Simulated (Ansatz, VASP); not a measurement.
TaVN2: VASP beside Ansatz

INCAR

```
  PREC = Accurate
  ENCUT = 520
  EDIFF = 1E-6
  ISMEAR = -1
  SIGMA = 0.05
  LREAL = False
  LASPH = True
  NELM = 150
  ALGO = Normal
  ISIF = 2
  LWAVE = False
  LCHARG = False
  ISPIN = 2
  MAGMOM = 0 2 0 0
  LORBIT = 11
  LMAXMIX = 4
  GGA = PS
  NBANDS = 29
```

The input KPOINTS:

```
Automatic mesh
0
Gamma
  9 9 6
```

POSCAR

```
TaVN2
1.0
    3.0498670000      0.0000000000      0.0000000000
    0.0000000000      3.0498670000      0.0000000000
    0.0000000000      0.0000000000      4.2960620000
Ta V N
1 1 2
Direct
    0.0000000000      0.0000000000      0.0000000000
    0.5000000000      0.5000000000      0.5000000000
    0.5000000000      0.5000000000      0.0000000000
    0.0000000000      0.0000000000      0.5000000000
```

File input.yaml:

```yaml
crystal:
  lattice:
    - [3.049867, 0.0, 0.0]
    - [0.0, 3.049867, 0.0]
    - [0.0, 0.0, 4.296062]
  atoms:
    - { symbol: Ta, position: [0.0, 0.0, 0.0] }
    - { symbol: V, position: [0.5, 0.5, 0.5], spin: 2.0 }
    - { symbol: "N", position: [0.5, 0.5, 0.0] }
    - { symbol: "N", position: [0.0, 0.0, 0.5] }
kpoints:
  mp_grid: { grid: [9, 9, 6] }
scf:
  occupations: { method: fermi_dirac, width: 0.05 }
hamiltonian:
  xc: pbesol
  pseudopotentials: { kind: all_electron, lapw: { basis_error: 0.002 } }
magnetization:
  spin_polarized: true
output:
  forces: true
  stress: true
  eigenvalues: true
```

Alike in both runs: task single point; functional PBEsol; k mesh 9 × 9 × 6; occupations fermi-dirac, width 0.05 eV; collinear spin.

```csv
,VASP,Ansatz
version,VASP 6.6.1,Ansatz 0.2.0
potentials or method,"VASP PAW PBE potentials, release 64 (Ta_pv, V_sv, N), cutoff 520 eV","all-electron LAPW, scalar-relativistic"
```

|  | VASP | Ansatz | Ansatz less VASP |
| --- | --- | --- | --- |
| gap on the k mesh at the Fermi level (eV) | none | none | - |
| pressure (GPa) | -11.8 | -11.1 | +0.69 |
| traceless stress, the component that is largest in VASP (GPa) | -1.72 | -0.58 | +1.142 |
| net moment per atom (μB) | 0.00 | 0.23 | +0.231 |
| size of the moment on the site where the two differ most (μB) | 0.00 | 0.87 | +0.869 |

The net moments are unlike, so the other rows may belong to different states. VASP's potentials were made for PBE, not for PBEsol. Site moments also hang on the region over which each program counts them. A gap of «none» marks a metal or a gap that the smearing closes. Ansatz ran all-electron here, and VASP with PAW potentials.

Spin-orbit coupling is off throughout.
